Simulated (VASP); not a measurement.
A run of VASP 6.6.1 is set up as follows.

File INCAR:

```
SYSTEM = Ge
ALGO = Normal ; EDIFF = 1E-7
ENCUT = 520 ; GGA = PS
ISIF = 2 ; ISMEAR = 0
LASPH = .True. ; LCHARG = .True.
LELF = .True. ; LREAL = .False.
LVHAR = .True. ; LWAVE = .False.
NBANDS = 66 ; NELM = 80
PREC = Accurate ; SIGMA = 0.15
```

File KPOINTS:

```
k-points
0
Gamma
  11 11 3
  0 0 0
```

POSCAR

```
Ge
1.0
   -2.0020822485     -3.4677081753      0.0000000000
    2.0020822485     -3.4677081753      0.0000000000
    0.0000000000      0.0000000000     14.6450496104
Ge
8
Direct
    0.0000000000      0.0000000000      0.1407465444
    0.0000000000      0.0000000000      0.3080416113
    0.0000000000      0.0000000000      0.5895347002
    0.0000000000      0.0000000000      0.7568297670
    0.6666666667      0.6666666667      0.0844971458
    0.3333333333      0.3333333333      0.3642910099
    0.3333333333      0.3333333333      0.5332853015
    0.6666666667      0.6666666667      0.8130791657
```

Potentials or basis: VASP PAW PBE potentials, release 64 (Ge_d).

Run with:

```sh
$ cat potpaw_PBE.64/Ge_d/POTCAR > POTCAR
$ mpirun -np 1 vasp_std > vasp.out
```

Q: Estimate the band gap on the k mesh.

A: Zero (band 56 reaches 3.85 eV, above the bottom of band 57 at 3.09 eV).

Q: What does it give for the pressure?

A: -0.5 GPa.

Q: Predict the largest force.

A: 0.564 eV/Å.

Forces in eV/Å, atoms in the order of the input:
```
Ge   0.000  0.000 -0.368
Ge   0.000  0.000  0.088
Ge   0.000  0.000 -0.088
Ge   0.000  0.000  0.368
Ge   0.000  0.000 -0.564
Ge   0.000  0.000 -0.049
Ge   0.000  0.000  0.049
Ge   0.000  0.000  0.564
```

Caveat: the PAW data sets were made with another functional, which shifts forces and pressure a little.
